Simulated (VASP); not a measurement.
In3Cl2:

```
CELL_PARAMETERS angstrom
4.85291 0.00000 0.00000
-2.42645 4.20274 0.00000
0.00000 0.00000 5.85944
ATOMIC_POSITIONS crystal
In 0.00000 0.00000 0.00000
In 0.33333 0.66667 0.62500
In 0.66667 0.33333 0.37500
Cl 0.33333 0.66667 0.13800
Cl 0.66667 0.33333 0.86200
```

```yaml
Program: VASP 6.6.1
Task: relaxation of cell and atoms
Functional: PBE
Potentials_or_basis: VASP PAW PBE potentials, release 64 (In_d, Cl)
Cutoff: 600 eV
k_mesh: 6 × 6 × 4
Occupations: gaussian, width 0.1 eV
Spin: no spin polarisation
```

At the start: pressure 10.9 GPa; volume 23.90 Å³/atom.

Task: Where does the relaxation end?

Result: Over 19 steps the energy falls by 216.3 meV/atom and the volume is 32.49 Å³/atom (+36.0 %); space group P-3m1 (No. 164, to 0.1 Å) before and after.

Step by step:
```csv
step,energy change (eV),largest force (eV/Å),pressure (GPa),volume (Å³)
1,0.0000,0.3238,10.93,119.51
2,-0.9904,0.1257,1.19,149.98
3,-1.0145,0.1181,-0.41,161.34
4,-1.0188,0.1193,-0.03,158.24
5,-1.0187,0.1197,0.07,157.39
6,-1.0251,0.1237,0.07,157.51
7,-1.0392,0.1320,0.09,157.82
8,-1.0395,0.1507,0.30,158.22
9,-1.0446,0.1413,0.16,158.04
10,-1.0525,0.1369,-0.04,159.80
11,-1.0607,0.1177,-0.41,163.79
12,-1.0659,0.1028,-0.33,163.36
13,-1.0741,0.0296,-0.02,162.07
14,-1.0742,0.0201,0.02,161.95
15,-1.0772,0.0170,0.02,161.85
16,-1.0804,0.0425,0.04,161.63
17,-1.0805,0.0488,0.05,161.56
18,-1.0810,0.0413,-0.01,161.97
19,-1.0813,0.0317,-0.08,162.47
```

Final structure:
```
In Cl
1.0
     5.47681    0.00000    0.00000
    -2.73840    4.74305    0.00000
     0.00000    0.00000    6.25456
In Cl
3 2
Direct
  0.00000 0.00000 0.00000
  0.33333 0.66667 0.66062
  0.66667 0.33333 0.33938
  0.33333 0.66667 0.12662
  0.66667 0.33333 0.87338
```

Caveat: the volume moved by over 15 % at a fixed basis, so the end points are rough.
